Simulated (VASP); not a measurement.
# MgO (Immm) in VASP: further runs

Runs on MgO. Level: LDA. Tasks: single point.

Everything below comes from runs of VASP 6.6.1. Logs are shortened: lines on timing, memory, paths and dates and some standing lists are left out, and cuts for length are marked.

## 1. The cell of the first run

The structure is orthorhombic, space group Immm (No. 71). The conventional cell has a = 3.001 Å, b = 3.038 Å, c = 4.270 Å, α = 90.00°, β = 90.00°, γ = 90.00°. Mg (site symmetry mmm) has 6 O at 2.14 Å within 2.8 Å. O (site symmetry mmm) has 6 Mg at 2.14 Å within 2.8 Å.

## 2. Single point, LDA (strain +0.0125 x Voigt [0, 0, 0, 0, 0, 1])

The input, INCAR:

```
SYSTEM = MgO
PREC = Accurate
ENCUT = 750
EDIFF = 1E-6
ISMEAR = 0
SIGMA = 0.05
LREAL = .False.
LASPH = .True.
NELM = 120
ALGO = Normal
ISIF = 2
LWAVE = .False.
LCHARG = .True.
GGA = CA
LELF = .True.
LVHAR = .True.
NBANDS = 15
GGA_COMPAT = .False.
```

The input, KPOINTS:

```
regular mesh
0
Gamma
  10 10 10
  0 0 0
```

The input, POSCAR:

```
MgO
1.0
    0.0133446875      2.1351500000      2.1351500000
    2.1351500000      0.0133446875      2.1351500000
    2.1484946875      2.1484946875      0.0000000000
Mg O
1 1
Direct
    0.0000000000      0.0000000000      0.0000000000
    0.5000000000      0.5000000000      0.5000000000
```

Potentials or basis: VASP PAW LDA potentials, release 64 (Mg_sv, O).

Started as:

```console
cat potpaw_LDA.64/Mg_sv/POTCAR potpaw_LDA.64/O/POTCAR > POTCAR
mpirun -np 1 vasp_std > vasp.out
```

OUTCAR:

```text
SYSTEM = MgO
   PREC = Accurate
   ENCUT = 750
   EDIFF = 1E-6
   ISMEAR = 0
   LREAL = .False.
   LASPH = .True.
   NELM = 120
   ISIF = 2
   GGA = CA

 ion  position               nearest neighbor table
   1  0.000  0.000  0.000-
   2  0.500  0.500  0.500-

  LATTYP: Found a body centered orthorhombic cell.
 ALAT       =     3.0006858497
 B/A-ratio  =     1.0125786164
 C/A-ratio  =     1.4231079873

  Lattice vectors:

 A1 = (   2.1351500000,   0.0133446875,  -2.1351500000)
 A2 = (  -2.1351500000,  -0.0133446875,  -2.1351500000)
 A3 = (   0.0133446875,   2.1351500000,   2.1351500000)

Analysis of symmetry for initial positions (statically):
=====================================================================
 Subroutine PRICEL returns:
 Original cell was already a primitive cell.

 Routine SETGRP: Setting up the symmetry group for a
 body centered orthorhombic supercell.

 Subroutine GETGRP returns: Found  8 space group operations
 (whereof  8 operations were pure point group operations)
 out of a pool of  8 trial point group operations.

The static configuration has the point symmetry D_2h.

Analysis of symmetry for dynamics (positions and initial velocities):
=====================================================================
 Subroutine PRICEL returns:
 Original cell was already a primitive cell.

 Routine SETGRP: Setting up the symmetry group for a
 body centered orthorhombic supercell.

 Subroutine GETGRP returns: Found  8 space group operations
 (whereof  8 operations were pure point group operations)
 out of a pool of  8 trial point group operations.

The dynamic configuration has the point symmetry D_2h.

 Subroutine INISYM returns: Found  8 space group operations
 (whereof  8 operations are pure point group operations),
 and found     1 'primitive' translations

----------------------------------------------------------------------------------------

                                     Primitive cell

  volume of cell :      19.4670

  direct lattice vectors                    reciprocal lattice vectors
     0.013344688  2.135150000  2.135150000    -0.235648387  0.235648387  0.234175585
     2.135150000  0.013344688  2.135150000     0.235648387 -0.235648387  0.234175585
     2.148494687  2.148494687  0.000000000     0.232721078  0.232721078 -0.234175585

  length of vectors
     3.019587575  3.019587575  3.038430326     0.407306432  0.407306432  0.403926237

  position of ions in fractional coordinates (direct lattice)
     0.000000000  0.000000000  0.000000000
     0.500000000  0.500000000  0.500000000

  ion indices of the primitive-cell ions
   primitive index   ion index
                 1           1
                 2           2

----------------------------------------------------------------------------------------

 KPOINTS: regular mesh

Automatic generation of k-mesh.
 Grid dimensions read from file:
 generate k-points for:   10   10   10

 Generating k-lattice:

  Cartesian coordinates                     Fractional coordinates (reciprocal lattice)
    -0.023564839  0.023564839  0.023417558     0.100000000 -0.000000000  0.000000000
     0.023564839 -0.023564839  0.023417558    -0.000000000  0.100000000  0.000000000
     0.023272108  0.023272108 -0.023417558    -0.000000000 -0.000000000  0.100000000

  Length of vectors
     0.040730643  0.040730643  0.040392624

  Shift w.r.t. Gamma in fractional coordinates (k-lattice)
     0.000000000  0.000000000  0.000000000

 Subroutine IBZKPT returns following result:
 ===========================================

 Found    171 irreducible k-points:

 Following reciprocal coordinates:
            Coordinates               Weight
  0.000000  0.000000  0.000000      1.000000
  0.100000  0.000000  0.000000      4.000000
  0.200000  0.000000  0.000000      4.000000
  0.300000 -0.000000  0.000000      4.000000
  0.400000 -0.000000  0.000000      4.000000
  0.500000  0.000000  0.000000      2.000000
[... 16 lines left out ...]
  0.300000  0.300000  0.000000      2.000000
  0.400000  0.300000  0.000000      4.000000
 [... further k-points ...]
   k-points           NKPTS =    171   k-points in BZ     NKDIM =    171   number of bands    NBANDS=     15
   number of dos      NEDOS =    301   number of ions     NIONS =      2
   total plane-waves  NPLWV =  21952
   dimension x,y,z NGX =    28 NGY =   28 NGZ =   28
   dimension x,y,z NGXF=    56 NGYF=   56 NGZF=   56
   ions per type =               1   1
   NGX,Y,Z   is equivalent  to a cutoff of  15.42, 15.42, 15.32 a.u.
   NGXF,Y,Z  is equivalent  to a cutoff of  30.83, 30.83, 30.64 a.u.
 SYSTEM =  MgO
   PREC   = accura    normal or accurate (medium, high low for compatibility)
   ISTART =      0    job   : 0-new  1-cont  2-samecut
   ICHARG =      2    charge: 1-file 2-atom 10-const
   ISPIN  =      1    spin polarized calculation?
   LNONCOLLINEAR =      F non collinear calculations
   LSORBIT =      F    spin-orbit coupling
   LASPH  =      T    aspherical Exc in radial PAW
   ENCUT  =  750.0 eV  55.12 Ry    7.42 a.u.   6.74  6.74  6.78*2*pi/ulx,y,z
   NELM   =    120;   NELMIN=  2; NELMDL= -5     # of ELM steps
   EDIFF  = 0.1E-05   stopping-criterion for ELM
   LREAL  =      F    real-space projection
   EDIFFG = 0.1E-04   stopping-criterion for IOM
   NSW    =      0    number of steps for IOM
   IBRION =     -1    ionic relax: 0-MD 1-quasi-New 2-CG
   NFREE  =      0    steps in history (QN), initial steepest desc. (CG)
   ISIF   =      2    stress and relaxation
   ISYM   =      2    0-nonsym 1-usesym 2-fastsym
   POTIM  = 0.5000    time-step for ionic-motion
   TEBEG  =    0.0;   TEEND  =   0.0 temperature during run
   PSTRESS=    0.0 pullay stress
   NELECT =      16.0000    total number of electrons
   NUPDOWN=      -1.0000    fix difference up-down
   EMIN   =  10.00;   EMAX   =-10.00  energy-range for DOS
   EFERMI =   0.00;   METHOD = LEGACY
   ISMEAR =     0;   SIGMA  =   0.05  broadening in eV -4-tet -1-fermi 0-gaus
   EFERMI_NEDOS =   21; number of points for ismear=-14 and -15
   IALGO  =     38    algorithm
   IMIX   =      4    mixing-type and parameters
     AMIX     =   0.40;   BMIX     =  1.00
     AMIX_MAG =   1.60;   BMIX_MAG =  1.00
  volume/ion in A,a.u.               =       9.73        65.68
  Fermi-wavevector in a.u.,A,eV,Ry     =   1.533494  2.897884 31.995514  2.351604
  Thomas-Fermi vector in A             =   2.640553
   LORBIT       =      0    0 simple, 1 ext, 2 COOP (PROOUT), +10 PAW based schemes
   GGA     = CA    functional components
   LHFCALC =     F    Hartree Fock is set to
   AEXX    =    0.0000 exact exchange contribution
   IVDW    =     0    specifies the selected vdW correction
   LEPSILON=     F    determine dielectric tensor
   LRPA    =     F    only Hartree local field effects (RPA)
 non-spin polarized calculation
 Gauss-broadening in eV      SIGMA  =   0.05
  energy-cutoff  :      750.00
  volume of cell :       19.47
 maximum number of plane-waves:       934
   NGX = 13   NGY = 13   NGZ = 13

 number of electron      15.9999999 magnetization

 Free energy of the ion-electron system (eV)
  ---------------------------------------------------
  ext. energy  EPLUGINS =         0.00000000
  ---------------------------------------------------
  free energy    TOTEN  =       -13.18625048 eV

  energy without entropy =      -13.18625048  energy(sigma->0) =      -13.18625048

 E-fermi :   2.6732     XC(G=0): -11.7221

 val. band max:        2.3367008207   @ k =   0.0000   0.0000   0.0000
 cond. band min:       6.5705527253   @ k =   0.0000   0.0000   0.0000
 fundamental gap:      4.2338519046
 Fermi energy:         2.6732152394

 k-point     1 :       0.0000    0.0000    0.0000
  band No.  band energies     occupation
      1     -69.1862      2.00000
      2     -36.6574      2.00000
      3     -36.6552      2.00000
      4     -36.6530      2.00000
      5     -14.4858      2.00000
      6       2.2451      2.00000
      7       2.2899      2.00000
      8       2.3367      2.00000
      9       6.5706      0.00000
     10      17.4195      0.00000
     11      17.5971      0.00000
     12      17.7728      0.00000
     13      21.5104      0.00000
     14      23.1029      0.00000
     15      23.1055      0.00000

 k-point     2 :       0.1000    0.0000    0.0000
  band No.  band energies     occupation
      1     -69.1854      2.00000
      2     -36.6643      2.00000
      3     -36.6566      2.00000
      4     -36.6537      2.00000
      5     -14.3796      2.00000
      6       1.6681      2.00000
      7       2.1803      2.00000
      8       2.2399      2.00000
      9       7.2000      0.00000
     10      16.4554      0.00000
     11      17.6474      0.00000
     12      17.8775      0.00000
     13      22.2493      0.00000
     14      22.3049      0.00000
     15      23.0512      0.00000

 k-point     3 :       0.2000    0.0000    0.0000
  band No.  band energies     occupation
      1     -69.1834      2.00000
      2     -36.6838      2.00000
      3     -36.6589      2.00000
      4     -36.6557      2.00000
      5     -14.0880      2.00000
      6       0.3722      2.00000
      7       2.0160      2.00000
      8       2.0717      2.00000
      9       8.3764      0.00000
     10      14.9253      0.00000
     11      18.0870      0.00000
     12      18.2748      0.00000
     13      21.5022      0.00000
     14      21.6423      0.00000
     15      23.5781      0.00000
[... 343 lines left out ...]
 k-point    23 :       0.3000    0.3000    0.0000
  band No.  band energies     occupation
      1     -69.1794      2.00000
      2     -36.6994      2.00000
      3     -36.6739      2.00000
      4     -36.6701      2.00000
      5     -13.5175      2.00000
      6      -0.7854      2.00000
      7       1.3167      2.00000
      8       1.4486      2.00000
      9      10.5877      0.00000
     10      12.4228      0.00000
     11      16.0035      0.00000
     12      19.3084      0.00000
     13      19.5765      0.00000
     14      25.6765      0.00000
     15      28.5421      0.00000

 k-point    24 :       0.4000    0.3000    0.0000
  band No.  band energies     occupation
      1     -69.1778      2.00000
      2     -36.7091      2.00000
      3     -36.6788      2.00000
      4     -36.6728      2.00000
      5     -13.2782      2.00000
      6      -1.1845      2.00000
      7       1.0846      2.00000
      8       1.1727      2.00000
      9      11.2435      0.00000
     10      12.1995      0.00000
     11      15.2078      0.00000
     12      19.5078      0.00000
     13      19.9656      0.00000
     14      26.3392      0.00000
     15      28.1925      0.00000

 [... further k-points ...]

------------------------ aborting loop because EDIFF is reached ----------------------------------------

  FORCE on cell =-STRESS in cart. coord.  units (eV):
  Direction    XX          YY          ZZ          XY          YZ          ZX
  --------------------------------------------------------------------------------------
  -------------------------------------------------------------------------------------
  Total       -1.4237249     -1.4237249     -1.4274097     -0.2118975      0.0000000      0.0000000
  in kB     -117.1759405   -117.1759405   -117.4792087    -17.4396703      0.0000000      0.0000000
  external PRESSURE =    -117.2770299 kB  Pullay stress =       0.0000000 kB

 VOLUME and BASIS-vectors are now :
 -----------------------------------------------------------------------------
  energy-cutoff  :      750.00
  volume of cell :       19.47
      direct lattice vectors                 reciprocal lattice vectors
     0.013344688  2.135150000  2.135150000    -0.235648387  0.235648387  0.234175585
     2.135150000  0.013344688  2.135150000     0.235648387 -0.235648387  0.234175585
     2.148494687  2.148494687  0.000000000     0.232721078  0.232721078 -0.234175585

 POSITION                                       TOTAL-FORCE (eV/Angst)
 -----------------------------------------------------------------------------------
      0.00000      0.00000      0.00000         0.000000      0.000000     -0.000000
      2.14849      2.14849      2.13515         0.000000      0.000000      0.000000
 -----------------------------------------------------------------------------------
    total drift:                                0.000000      0.000000      0.000000

  FREE ENERGIE OF THE ION-ELECTRON SYSTEM (eV)
  ---------------------------------------------------
  free  energy   TOTEN  =       -13.1862504779 eV

  energy  without entropy=      -13.1862504779  energy(sigma->0) =      -13.18625048
```

Run time: 48 s. Hardware: 1 thread of Intel Xeon 6975P-C (Granite Rapids), shared host; peak memory 0.19 GiB.

What came out:

```
Free energy            : -13.1863 eV
Pressure               : -11.7 GPa
Band gap on the k mesh : 4.23 eV
```

Caveat: the cell differs from its parent crystal (strain +0.0125 x Voigt [0, 0, 0, 0, 0, 1]); the cell stands under tension.

(Continued in part 2 of 2.)
